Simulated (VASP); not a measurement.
The system is WS2.

```
W S
1.0
     3.18422    0.00000    0.00000
    -1.59211    2.75762    0.00000
     0.00000    0.00000   12.97828
W S
2 4
Cartesian
  0.0000 1.8384 3.2446
  1.5921 0.9192 9.7337
  0.0000 1.8384 8.1738
  1.5921 0.9192 1.6846
  0.0000 1.8384 11.2936
  1.5921 0.9192 4.8045
```

```yaml
Program: VASP 6.6.1
Task: relaxation of cell and atoms
Functional: PBE
Potentials_or_basis: VASP PAW PBE potentials, release 64 (W_sv, S)
Cutoff: 500 eV
k_mesh: 12 × 12 × 2
Occupations: gaussian, width 0.02 eV
Spin: no spin polarisation
```

At the start: pressure 1.7 GPa; volume 18.99 Å³/atom.

Problem. How do energy, volume and symmetry change on relaxing?

Solution. Over 18 steps the energy falls by 5.4 meV/atom and the volume is 21.06 Å³/atom (+10.9 %); space group P6_3/mmc (No. 194, to 0.1 Å) before and after.

Step by step:
```
step  energy change (eV)  largest force (eV/Å)  pressure (GPa)  volume (Å³)
   1              0.0000                0.2050            1.71       113.96
   2              0.0280                0.5935           -3.50       117.34
   3             -0.0080                0.0615           -0.05       115.03
   4             -0.0080                0.0564           -0.01       115.01
   5             -0.0094                0.0691            0.09       115.06
   6             -0.0107                0.0930            0.31       115.16
   7             -0.0116                0.0923            0.27       115.35
   8             -0.0141                0.0896            0.17       115.89
   9             -0.0183                0.0831           -0.02       116.98
  10             -0.0241                0.0648           -0.32       119.18
  11             -0.0265                0.0026           -0.72       123.61
  12             -0.0274                0.0108           -0.60       123.83
  13             -0.0294                0.0529           -0.23       124.46
  14             -0.0299                0.1444            0.55       125.72
  15             -0.0302                0.1164            0.30       125.33
  16             -0.0315                0.0660            0.15       125.75
  17             -0.0321                0.0234           -0.11       126.53
  18             -0.0321                0.0065           -0.06       126.38
```

Final structure:
```yaml
crystal:
  lattice:
    - [3.18808, 0.00000, 0.00000]
    - [-1.59404, 2.76096, 0.00000]
    - [0.00000, 0.00000, 14.35832]
  atoms:
    - { symbol: W, position: [0.33333, 0.66667, 0.25000] }
    - { symbol: W, position: [0.66667, 0.33333, 0.75000] }
    - { symbol: S, position: [0.33333, 0.66667, 0.64056] }
    - { symbol: S, position: [0.66667, 0.33333, 0.14056] }
    - { symbol: S, position: [0.33333, 0.66667, 0.85944] }
    - { symbol: S, position: [0.66667, 0.33333, 0.35944] }
```

Caveat: this functional lacks dispersion, which binds layers or chains, so the pressure and a relaxed spacing across them are unreliable.
